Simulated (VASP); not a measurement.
A run of VASP 6.6.1:

The input INCAR:

```
ALGO     = Normal         # electronic algorithm
EDIFF    = 1E-8           # SCF threshold, eV
ENCUT    = 520            # plane-wave cutoff, eV
GGA      = PS             # functional
ISIF     = 2              # what is computed and relaxed
ISMEAR   = -1             # smearing method
LASPH    = T              # aspherical terms in the spheres
LCHARG   = F              # write CHGCAR
LEFG     = T            
LREAL    = F              # projectors in reciprocal space
LWAVE    = F              # write WAVECAR
NBANDS   = 18             # bands
NELM     = 100            # most SCF steps
PREC     = Accurate       # precision mode
SIGMA    = 0.02           # smearing width, eV
```

Contents of KPOINTS:

```
k-points
0
Gamma
  4 4 4
```

Contents of POSCAR:

```
N
1.0
    5.7233374722      0.0000000000      0.0000000000
    0.0000000000      5.7233374722      0.0000000000
    0.0000000000      0.0000000000      5.7233374722
N
4
Direct
    0.0300000000      0.0300000000      0.0300000000
    0.4700000000      0.9700000000      0.5300000000
    0.5300000000      0.4700000000      0.9700000000
    0.9700000000      0.5300000000      0.4700000000
```

Potentials or basis: VASP PAW PBE potentials, release 64 (N).

Command:

```sh
$ cat potpaw_PBE.64/N/POTCAR > POTCAR
$ mpirun -np 1 vasp_std > vasp.out
```

Hardware: 1 thread of Intel Xeon 8259CL (shared host).

Q: How long does it take, and how much memory?

A: Run time: 58 s on 1 thread of Intel Xeon 8259CL, on a shared host, peak memory 0.31 GiB. Counts: scf iterations 16, k points 11.
